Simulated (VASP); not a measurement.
A run of VASP 6.6.1 is set up as follows.

The input INCAR:

```
SYSTEM = Al2O3
  PREC = Accurate
  ENCUT = 600
  EDIFF = 1E-6
  ISMEAR = 0
  SIGMA = 0.01
  LREAL = .FALSE.
  LASPH = .TRUE.
  NELM = 100
  ALGO = Normal
  ISIF = 3
  LWAVE = .FALSE.
  LCHARG = .FALSE.
  GGA = PS
  IBRION = 2
  NSW = 80
  EDIFFG = -0.02
```

File KPOINTS:

```
regular mesh
0
G
  8 8 3
  0 0 0
```

Contents of POSCAR:

```
Al2O3
1.0
    3.0174825400      0.0000000000      0.0000000000
   -1.5087412700      2.6132165400      0.0000000000
    0.0000000000      0.0000000000      7.5746360000
Al O
2 3
Direct
    0.0000000000      0.0000000000      0.2779509999
    0.0000000000      0.0000000000      0.7220490001
    0.3333333286      0.6666666705      0.1994540002
    0.6666666714      0.3333333295      0.8005459998
    0.0000000000      0.0000000000      0.5000000000
```

Potentials or basis: VASP PAW PBE potentials, release 64 (Al, O).

The run is started by

```sh
$ cat potpaw_PBE.64/Al/POTCAR potpaw_PBE.64/O/POTCAR > POTCAR
$ mpirun -np 1 vasp_std > vasp.out
```

Task: What does it give for the relaxed cell?

Result: a = 2.988 Å, b = 2.988 Å, c = 7.553 Å, α = 90.00°, β = 90.00°, γ = 120.00°.

Task: Estimate the space group after relaxing (to 0.1 Å).

Result: P-3m1 (No. 164).

Task: What does it give for the band gap on the k mesh?

Result: 2.32 eV.

Task: What does it give for the relaxed volume?

Result: 11.68 Å³/atom.

Forces on the atoms (eV/Å):
```
Al   0.000  0.000  0.016
Al   0.000  0.000 -0.016
O    0.000  0.000  0.012
O    0.000  0.000 -0.012
O    0.000  0.000  0.000
```

Caveat: the PAW data sets were made with another functional, which shifts forces and pressure a little.
